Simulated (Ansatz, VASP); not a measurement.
# Two plane-wave programs on CuO

```
Cu O
1.0
     2.34465   -1.71340    0.00000
     2.34465    1.71340    0.00000
    -0.86055    0.00000    5.05944
Cu O
2 2
Cartesian
  1.1723 0.8457 0.0000
  0.7421 -0.8457 2.5297
  2.0724 -0.2841 1.2836
  1.6421 0.2841 3.8133
```

Alike in both runs: task single point; functional PBE; k mesh 16 × 16 × 8; occupations gaussian, width 0.5 eV; no spin polarisation.

|  | VASP | Ansatz |
| --- | --- | --- |
| version | VASP 6.6.1 | Ansatz 0.2.0 |
| potentials or method | VASP PAW PBE potentials, release 64 (Cu, O), cutoff 520 eV | scalar-relativistic, plane waves, PAW |
| valence electrons in the cell | 34 | 50 |

|  | VASP | Ansatz | Ansatz less VASP |
| --- | --- | --- | --- |
| gap on the k mesh at the Fermi level (eV) | none | none | - |
| pressure (GPa) | 6.8 | 6.1 | -0.79 |
| traceless stress, the component that is largest in VASP (GPa) | -1.46 | -1.36 | +0.104 |
| rms of the force components (eV/Å) | 0.449 | 0.437 | -0.0118 |

Atom by atom the forces differ by 0.024 eV/Å (rms over components). A gap of «none» marks a metal or a gap that the smearing closes. VASP's potentials hold 34 valence electrons a cell and Ansatz's 50, so a difference there can come from the potentials and not from the codes.
